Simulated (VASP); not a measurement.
Here is a VASP 6.6.1 calculation.

INCAR

```
PREC = Accurate ; ENCUT = 520
EDIFF = 1E-6 ; ISMEAR = 0
SIGMA = 0.15 ; LREAL = F
LASPH = T ; NELM = 100
ALGO = Fast ; ISIF = 2
LWAVE = F ; LCHARG = F
GGA = PE ; NBANDS = 42
```

KPOINTS

```
regular mesh
0
Gamma
  18 18 4
```

The input POSCAR:

```
Au
1.0
    2.0455000000     -2.0455000000      0.0000000000
    2.0455000000      0.0000000000     -2.0455000000
    8.6150127019      8.6150127019      8.6150127019
Au
6
Direct
    0.6666666667      0.6666666667      0.0791289567
    0.0000000000      0.0000000000      0.8705768128
    0.3333333333      0.3333333333      0.2374185279
    0.6666666667      0.6666666667      0.5539976703
    0.0000000000      0.0000000000      0.3957080991
    0.3333333333      0.3333333333      0.7122872415
```

Potentials or basis: VASP PAW PBE potentials, release 64 (Au).

Command:

```sh
$ cat potpaw_PBE.64/Au/POTCAR > POTCAR
$ mpirun -np 1 vasp_std > vasp.out
```

(1) What does it give for the band gap on the k mesh?

(2) Predict the largest force.

Results:

(1) zero (bands 33 and 34 overlap by 4.94 eV).

(2) 0.798 eV/Å.

Caveat: the cell differs from its parent crystal (the distance across one plane changed); spin-orbit coupling is left out, which moves the levels of the heavy elements.
